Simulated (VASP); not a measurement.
# Ta (Im-3m) in VASP: further runs

Ta is run at these levels: LDA; tasks: single point.

Everything below comes from runs of VASP 6.6.1. Logs are shortened: lines on timing, memory, paths and dates and some standing lists are left out, and cuts for length are marked.

## Step 1: The cell of the first run

Symmetry: Im-3m, No. 229, cubic system. Conventional cell: a = 3.256 Å, b = 3.256 Å, c = 3.256 Å, α = 90.00°, β = 90.00°, γ = 90.00°. Within 3.7 Å of Ta (site symmetry m-3m) lie 14 Ta at 2.82 to 3.26 Å.

## Step 2: Single point, LDA

Contents of INCAR:

```
SYSTEM = Ta
PREC = Accurate
ENCUT = 520
EDIFF = 1E-6
ISMEAR = -1
SIGMA = 0.15
LREAL = .FALSE.
LASPH = .TRUE.
NELM = 60
ALGO = Normal
ISIF = 2
LWAVE = .FALSE.
LCHARG = .FALSE.
NBANDS = 12
```

Contents of KPOINTS:

```
Automatic mesh
0
G
  16 16 16
  0 0 0
```

Contents of POSCAR:

```
Ta
1.0
   -1.6277989836      1.6277989836      1.6277989836
    1.6277989836     -1.6277989836      1.6277989836
    1.6277989836      1.6277989836     -1.6277989836
Ta
1
Direct
    0.0000000000      0.0000000000      0.0000000000
```

Potentials or basis: VASP PAW LDA potentials, release 64 (Ta_pv).

Started as:

```sh
$ cat potpaw_LDA.64/Ta_pv/POTCAR > POTCAR
$ mpirun -np 1 vasp_std > vasp.out
```

OUTCAR:

```text
SYSTEM = Ta
   PREC = Accurate
   ENCUT = 520
   EDIFF = 1E-6
   ISMEAR = -1
   LREAL = .FALSE.
   LASPH = .TRUE.
   NELM = 60
   ISIF = 2

 ion  position               nearest neighbor table
   1  0.000  0.000  0.000-

  LATTYP: Found a body centered cubic cell.
 ALAT       =     3.2555979672

  Lattice vectors:

 A1 = (  -1.6277989836,   1.6277989836,   1.6277989836)
 A2 = (   1.6277989836,  -1.6277989836,   1.6277989836)
 A3 = (   1.6277989836,   1.6277989836,  -1.6277989836)

Analysis of symmetry for initial positions (statically):
=====================================================================
 Subroutine PRICEL returns:
 Original cell was already a primitive cell.

 Routine SETGRP: Setting up the symmetry group for a
 body centered cubic supercell.

 Subroutine GETGRP returns: Found 48 space group operations
 (whereof 48 operations were pure point group operations)
 out of a pool of 48 trial point group operations.

The static configuration has the point symmetry O_h .

Analysis of symmetry for dynamics (positions and initial velocities):
=====================================================================
 Subroutine PRICEL returns:
 Original cell was already a primitive cell.

 Routine SETGRP: Setting up the symmetry group for a
 body centered cubic supercell.

 Subroutine GETGRP returns: Found 48 space group operations
 (whereof 48 operations were pure point group operations)
 out of a pool of 48 trial point group operations.

The dynamic configuration has the point symmetry O_h .

 Subroutine INISYM returns: Found 48 space group operations
 (whereof 48 operations are pure point group operations),
 and found     1 'primitive' translations

----------------------------------------------------------------------------------------

                                     Primitive cell

  volume of cell :      17.2529

  direct lattice vectors                    reciprocal lattice vectors
    -1.627798984  1.627798984  1.627798984     0.000000000  0.307163234  0.307163234
     1.627798984 -1.627798984  1.627798984     0.307163234  0.000000000  0.307163234
     1.627798984  1.627798984 -1.627798984     0.307163234  0.307163234  0.000000000

  length of vectors
     2.819430544  2.819430544  2.819430544     0.434394411  0.434394411  0.434394411

  position of ions in fractional coordinates (direct lattice)
     0.000000000  0.000000000  0.000000000

  ion indices of the primitive-cell ions
   primitive index   ion index
                 1           1

----------------------------------------------------------------------------------------

 KPOINTS: Automatic mesh

Automatic generation of k-mesh.
 Grid dimensions read from file:
 generate k-points for:   16   16   16

 Generating k-lattice:

  Cartesian coordinates                     Fractional coordinates (reciprocal lattice)
     0.000000000  0.019197702  0.019197702     0.062500000  0.000000000  0.000000000
     0.019197702  0.000000000  0.019197702     0.000000000  0.062500000  0.000000000
     0.019197702  0.019197702  0.000000000     0.000000000  0.000000000  0.062500000

  Length of vectors
     0.027149651  0.027149651  0.027149651

  Shift w.r.t. Gamma in fractional coordinates (k-lattice)
     0.000000000  0.000000000  0.000000000

 Subroutine IBZKPT returns following result:
 ===========================================

 Found    145 irreducible k-points:

 Following reciprocal coordinates:
            Coordinates               Weight
  0.000000  0.000000  0.000000      1.000000
  0.062500  0.000000  0.000000     12.000000
  0.125000  0.000000  0.000000     12.000000
  0.187500  0.000000  0.000000     12.000000
  0.250000  0.000000  0.000000     12.000000
  0.312500  0.000000  0.000000     12.000000
[... 16 lines left out ...]
  0.187500  0.187500  0.000000     24.000000
  0.250000  0.187500 -0.000000     48.000000
 [... further k-points ...]
   k-points           NKPTS =    145   k-points in BZ     NKDIM =    145   number of bands    NBANDS=     12
   number of dos      NEDOS =    301   number of ions     NIONS =      1
   total plane-waves  NPLWV =  13824
   dimension x,y,z NGX =    24 NGY =   24 NGZ =   24
   dimension x,y,z NGXF=    48 NGYF=   48 NGZF=   48
   ions per type =               1
   NGX,Y,Z   is equivalent  to a cutoff of  14.15, 14.15, 14.15 a.u.
   NGXF,Y,Z  is equivalent  to a cutoff of  28.30, 28.30, 28.30 a.u.
 SYSTEM =  Ta
   PREC   = accura    normal or accurate (medium, high low for compatibility)
   ISTART =      0    job   : 0-new  1-cont  2-samecut
   ICHARG =      2    charge: 1-file 2-atom 10-const
   ISPIN  =      1    spin polarized calculation?
   LNONCOLLINEAR =      F non collinear calculations
   LSORBIT =      F    spin-orbit coupling
   LASPH  =      T    aspherical Exc in radial PAW
   ENCUT  =  520.0 eV  38.22 Ry    6.18 a.u.   5.24  5.24  5.24*2*pi/ulx,y,z
   NELM   =     60;   NELMIN=  2; NELMDL= -5     # of ELM steps
   EDIFF  = 0.1E-05   stopping-criterion for ELM
   LREAL  =      F    real-space projection
   EDIFFG = 0.1E-04   stopping-criterion for IOM
   NSW    =      0    number of steps for IOM
   IBRION =     -1    ionic relax: 0-MD 1-quasi-New 2-CG
   NFREE  =      0    steps in history (QN), initial steepest desc. (CG)
   ISIF   =      2    stress and relaxation
   ISYM   =      2    0-nonsym 1-usesym 2-fastsym
   POTIM  = 0.5000    time-step for ionic-motion
   TEBEG  =    0.0;   TEEND  =   0.0 temperature during run
   PSTRESS=    0.0 pullay stress
   NELECT =      11.0000    total number of electrons
   NUPDOWN=      -1.0000    fix difference up-down
   EMIN   =  10.00;   EMAX   =-10.00  energy-range for DOS
   EFERMI =   0.00;   METHOD = LEGACY
   ISMEAR =    -1;   SIGMA  =   0.15  broadening in eV -4-tet -1-fermi 0-gaus
   EFERMI_NEDOS =   21; number of points for ismear=-14 and -15
   IALGO  =     38    algorithm
   IMIX   =      4    mixing-type and parameters
     AMIX     =   0.40;   BMIX     =  1.00
     AMIX_MAG =   1.60;   BMIX_MAG =  1.00
  volume/ion in A,a.u.               =      17.25       116.43
  Fermi-wavevector in a.u.,A,eV,Ry     =   1.409024  2.662669 27.012295  1.985348
  Thomas-Fermi vector in A             =   2.531122
   LORBIT       =      0    0 simple, 1 ext, 2 COOP (PROOUT), +10 PAW based schemes
   GGA     = CA    functional components
   LHFCALC =     F    Hartree Fock is set to
   AEXX    =    0.0000 exact exchange contribution
   IVDW    =     0    specifies the selected vdW correction
   LEPSILON=     F    determine dielectric tensor
   LRPA    =     F    only Hartree local field effects (RPA)
 non-spin polarized calculation
  energy-cutoff  :      520.00
  volume of cell :       17.25
 maximum number of plane-waves:       476
 NGX is ok and might be reduce to    24
   NGX = 11   NGY = 11   NGZ = 11

 number of electron      11.0000000 magnetization

 Free energy of the ion-electron system (eV)
  ---------------------------------------------------
  ext. energy  EPLUGINS =         0.00000000
  ---------------------------------------------------
  free energy    TOTEN  =       -12.87373365 eV

  energy without entropy =      -12.78008879  energy(sigma->0) =      -12.82691122

 E-fermi :   5.7909     XC(G=0): -13.0153

 val. band max:        5.7870070264   @ k =   0.3125   0.0625   0.0000
 cond. band min:       5.8144532167   @ k =   0.3125   0.1250   0.1250
 fundamental gap:      0.0274461903
 Fermi energy:         5.7908585089

 k-point     1 :       0.0000    0.0000    0.0000
  band No.  band energies     occupation
      1     -26.9629      2.00000
      2     -26.9629      2.00000
      3     -26.9629      2.00000
      4      -2.2406      2.00000
      5       6.4323      0.02741
      6       6.4323      0.02741
      7       6.4323      0.02741
      8       9.8453      0.00000
      9       9.8453      0.00000
     10      19.6029      0.00000
     11      21.0372      0.00000
     12      21.0372      0.00000

 k-point     2 :       0.0625    0.0000    0.0000
  band No.  band energies     occupation
      1     -27.0206      2.00000
      2     -26.9803      2.00000
      3     -26.9632      2.00000
      4      -2.0549      2.00000
      5       6.3122      0.06004
      6       6.3993      0.03404
      7       6.6141      0.00824
      8       9.6484      0.00000
      9       9.8454      0.00000
     10      19.6029      0.00000
     11      21.2060      0.00000
     12      21.3583      0.00000

 k-point     3 :       0.1250    0.0000    0.0000
  band No.  band energies     occupation
      1     -27.1822      2.00000
      2     -27.0298      2.00000
      3     -26.9643      2.00000
      4      -1.5248      2.00000
      5       5.9889      0.42165
      6       6.2514      0.08869
      7       7.1522      0.00023
      8       9.2797      0.00000
      9       9.8585      0.00000
     10      19.6026      0.00000
     11      21.6115      0.00000
     12      22.2816      0.00000

 k-point     4 :       0.1875    0.0000    0.0000
  band No.  band energies     occupation
      1     -27.4172      2.00000
      2     -27.1031      2.00000
      3     -26.9660      2.00000
      4      -0.7372      2.00000
      5       5.5483      1.66873
      6       5.9396      0.54116
      7       8.0248      0.00000
      8       9.1112      0.00000
      9       9.9151      0.00000
     10      19.6020      0.00000
     11      21.8580      0.00000
     12      23.7117      0.00000

 k-point     5 :       0.2500    0.0000    0.0000
  band No.  band energies     occupation
      1     -27.6843      2.00000
      2     -27.1882      2.00000
      3     -26.9680      2.00000
      4       0.1383      2.00000
      5       5.0810      1.98254
      6       5.6392      1.46658
      7       9.1918      0.00000
      8       9.2427      0.00000
      9      10.0427      0.00000
     10      19.6005      0.00000
     11      21.3463      0.00000
     12      23.2167      0.00000

 k-point     6 :       0.3125    0.0000    0.0000
  band No.  band energies     occupation
      1     -27.9417      2.00000
      2     -27.2721      2.00000
      3     -26.9701      2.00000
      4       0.8338      2.00000
      5       4.6580      1.99895
      6       5.7078      1.27012
      7       9.5320      0.00000
      8      10.2478      0.00000
      9      10.5845      0.00000
     10      19.5956      0.00000
     11      20.2323      0.00000
     12      21.5648      0.00000

 k-point     7 :       0.3750    0.0000    0.0000
  band No.  band energies     occupation
      1     -28.1529      2.00000
      2     -27.3422      2.00000
      3     -26.9718      2.00000
      4       1.1508      2.00000
      5       4.3273      1.99988
      6       6.3359      0.05147
      7       9.7858      0.00000
      8      10.5012      0.00000
      9      12.0729      0.00000
     10      19.0982      0.00000
     11      19.5430      0.00000
     12      19.9350      0.00000

 k-point     8 :       0.4375    0.0000    0.0000
  band No.  band energies     occupation
      1     -28.2907      2.00000
      2     -27.3885      2.00000
      3     -26.9730      2.00000
      4       1.2028      2.00000
      5       4.1185      1.99997
      6       7.2315      0.00013
      7       9.8340      0.00000
      8      10.7270      0.00000
      9      13.3761      0.00000
     10      18.2838      0.00000
     11      18.6180      0.00000
     12      19.6280      0.00000
[... 166 lines left out ...]
 k-point    20 :       0.3125    0.1250    0.0000
  band No.  band energies     occupation
      1     -28.1240      2.00000
      2     -27.3932      2.00000
      3     -27.0432      2.00000
      4       1.6774      2.00000
      5       4.3804      1.99984
      6       5.7145      1.24919
      7       9.4448      0.00000
      8      10.7615      0.00000
      9      12.8267      0.00000
     10      18.9522      0.00000
     11      19.6199      0.00000
     12      20.4741      0.00000

 k-point    21 :       0.3750    0.1250    0.0000
  band No.  band energies     occupation
      1     -28.2343      2.00000
      2     -27.4538      2.00000
      3     -27.0460      2.00000
      4       1.7311      2.00000
      5       4.2157      1.99994
      6       6.4368      0.02660
      7       9.5906      0.00000
      8      10.9796      0.00000
      9      14.1052      0.00000
     10      17.8327      0.00000
     11      19.3966      0.00000
     12      19.6238      0.00000

 k-point    22 :       0.4375    0.1250    0.0000
  band No.  band energies     occupation
      1     -28.2725      2.00000
      2     -27.4751      2.00000
      3     -27.0469      2.00000
      4       1.7204      2.00000
      5       4.1600      1.99996
      6       6.8031      0.00234
      7       9.5527      0.00000
      8      11.1511      0.00000
      9      14.6604      0.00000
     10      17.2976      0.00000
     11      19.0659      0.00000
     12      19.6158      0.00000

 k-point    23 :       0.1875    0.1875    0.0000
  band No.  band energies     occupation
      1     -27.9125      2.00000
      2     -27.2968      2.00000
      3     -27.0645      2.00000
      4       1.4173      2.00000
      5       4.6666      1.99889
      6       5.0580      1.98501
      7       8.8991      0.00000
      8      10.6792      0.00000
      9      11.3056      0.00000
     10      19.5909      0.00000
     11      20.4959      0.00000
     12      22.9843      0.00000

 k-point    24 :       0.2500    0.1875   -0.0000
  band No.  band energies     occupation
      1     -28.0478      2.00000
      2     -27.4122      2.00000
      3     -27.0828      2.00000
      4       2.0416      2.00000
      5       4.4019      1.99981
      6       5.1547      1.97162
      7       9.1747      0.00000
      8      10.7665      0.00000
      9      12.8436      0.00000
     10      19.1258      0.00000
     11      19.6352      0.00000
     12      21.9499      0.00000

 [... further k-points ...]
[... 5 lines left out ...]
  --------------------------------------------------------------------------------------
  -------------------------------------------------------------------------------------
  Total        0.0920222      0.0920222      0.0920222     -0.0000000      0.0000000      0.0000000
  in kB        8.5455706      8.5455706      8.5455706     -0.0000000      0.0000000      0.0000000
  external PRESSURE =       8.5455706 kB  Pullay stress =       0.0000000 kB

 VOLUME and BASIS-vectors are now :
 -----------------------------------------------------------------------------
  energy-cutoff  :      520.00
  volume of cell :       17.25
      direct lattice vectors                 reciprocal lattice vectors
    -1.627798984  1.627798984  1.627798984     0.000000000  0.307163234  0.307163234
     1.627798984 -1.627798984  1.627798984     0.307163234  0.000000000  0.307163234
     1.627798984  1.627798984 -1.627798984     0.307163234  0.307163234  0.000000000

 POSITION                                       TOTAL-FORCE (eV/Angst)
 -----------------------------------------------------------------------------------
      0.00000      0.00000      0.00000        -0.000000      0.000000      0.000000
 -----------------------------------------------------------------------------------
    total drift:                                0.000000      0.000000      0.000000

  FREE ENERGIE OF THE ION-ELECTRON SYSTEM (eV)
  ---------------------------------------------------
  free  energy   TOTEN  =       -12.8737336517 eV

  energy  without entropy=      -12.7800887879  energy(sigma->0) =      -12.82691122
```

Run time: 8.3 s. Hardware: 1 thread of Intel Xeon 6975P-C (Granite Rapids), shared host; peak memory 0.14 GiB.

Results:

```yaml
Free_energy: -12.8737 eV
Pressure: 0.9 GPa
```

Caveat: spin-orbit coupling is left out, which moves the levels of the heavy elements.

## Step 3: Single point, LDA

This run uses another cell than the first one, of 18.13 Å³/atom, 1.051 times its volume.

Contents of INCAR:

```
  ALGO = Normal
  EDIFF = 1E-6
  ENCUT = 520
  GGA = CA
  ISIF = 2
  ISMEAR = 0
  LASPH = T
  LCHARG = F
  LREAL = F
  LWAVE = F
  NBANDS = 12
  NELM = 60
  PREC = Accurate
  SIGMA = 0.1
```

Contents of KPOINTS:

```
k-points
0
Gamma
  8 8 8
```

Contents of POSCAR:

```
Ta
1.0
   -1.6549278100      1.6549278100      1.6549278100
    1.6549278100     -1.6549278100      1.6549278100
    1.6549278100      1.6549278100     -1.6549278100
Ta
1
Direct
    0.0000000000      0.0000000000      0.0000000000
```

Potentials or basis: VASP PAW LDA potentials, release 64 (Ta_pv).

Started as:

```sh
$ cat potpaw_LDA.64/Ta_pv/POTCAR > POTCAR
$ mpirun -np 1 vasp_std > vasp.out
```

It took 2.7 s on 1 thread of Intel Xeon 6975P-C (Granite Rapids), shared host; peak memory 0.13 GiB.

The run converged. Its results:

```
Free energy : -12.8337 eV
Pressure    : -11.2 GPa
```

Levels at points of the mesh, in eV from the Fermi level:
```tsv
k point	band 2	band 3	band 4	band 5	band 6	band 7	band 8	band 9
(0.00, 0.00, 0.00)	-32.89	-32.89	-7.81	0.69	0.69	0.69	3.92	3.92
(0.50, 0.00, 0.00)	-33.27	-32.90	-4.33	-1.55	1.72	3.80	4.81	7.71
(0.50, 0.50, 0.50)	-33.71	-33.71	-3.77	-3.77	6.76	6.76	6.76	8.70
```

Caveat: spin-orbit coupling is left out, which moves the levels of the heavy elements.

(Continued in part 2 of 2.)
